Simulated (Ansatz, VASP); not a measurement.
One calculation of MnPt, two programs

Contents of INCAR:

```
  ALGO = Fast
  EDIFF = 1E-6
  ENCUT = 520
  GGA = CA
  ISIF = 2
  ISMEAR = 0
  LASPH = T
  LCHARG = F
  LREAL = F
  LWAVE = F
  NBANDS = 18
  NELM = 100
  PREC = Accurate
  SIGMA = 0.05
```

Contents of KPOINTS:

```
k-points
0
Gamma
  16 16 12
```

Contents of POSCAR:

```
MnPt
1.0
    2.7618001113      0.0000000000      0.0000000000
    0.0000000000      2.7618001113      0.0000000000
    0.0000000000      0.0000000000      3.5661764729
Mn Pt
1 1
Direct
    0.0000000000      0.0000000000      0.0000000000
    0.5000000000      0.5000000000      0.5000000000
```

Input for Ansatz:

```yaml
crystal:
  lattice:
    - [2.7618001113, 0.0, 0.0]
    - [0.0, 2.7618001113, 0.0]
    - [0.0, 0.0, 3.5661764729]
  atoms:
    - { symbol: Mn, position: [0.0, 0.0, 0.0] }
    - { symbol: Pt, position: [0.5, 0.5, 0.5] }
basis:
  ecutwfc: 420
  ecutrho_ratio: 4
kpoints:
  mp_grid: { grid: [16, 16, 12] }
hamiltonian:
  xc: lda
scf:
  occupations: { method: gaussian, width: 0.05 }
output:
  forces: true
  stress: true
  eigenvalues: true
```

Alike in both runs: task single point; functional LDA; k mesh 16 × 16 × 12; occupations gaussian, width 0.05 eV; no spin polarisation.

|  | VASP | Ansatz |
| --- | --- | --- |
| version | VASP 6.6.1 | Ansatz 0.2.0 |
| potentials or method | VASP PAW LDA potentials, release 64 (Mn_pv, Pt), cutoff 520 eV | scalar-relativistic, plane waves, PAW |
| valence electrons in the cell | 23 | 33 |

Ansatz gave:

```
gap on the k mesh at the Fermi level (eV)                     : none
pressure (GPa)                                                : -22.2
traceless stress, the component that is largest in VASP (GPa) : 13.18
```

Problem. Which values does VASP return?

Solution. gap on the k mesh at the Fermi level (eV): none; pressure (GPa): -21.6; traceless stress, the component that is largest in VASP (GPa): 12.96.

LDA's correlation is that of Perdew and Zunger in VASP and of Perdew and Wang (1992) in Ansatz. A gap of «none» marks a metal or a gap that the smearing closes. VASP's potentials hold 23 valence electrons a cell and Ansatz's 33, so a difference there can come from the potentials and not from the codes.

Spin-orbit coupling is off throughout.
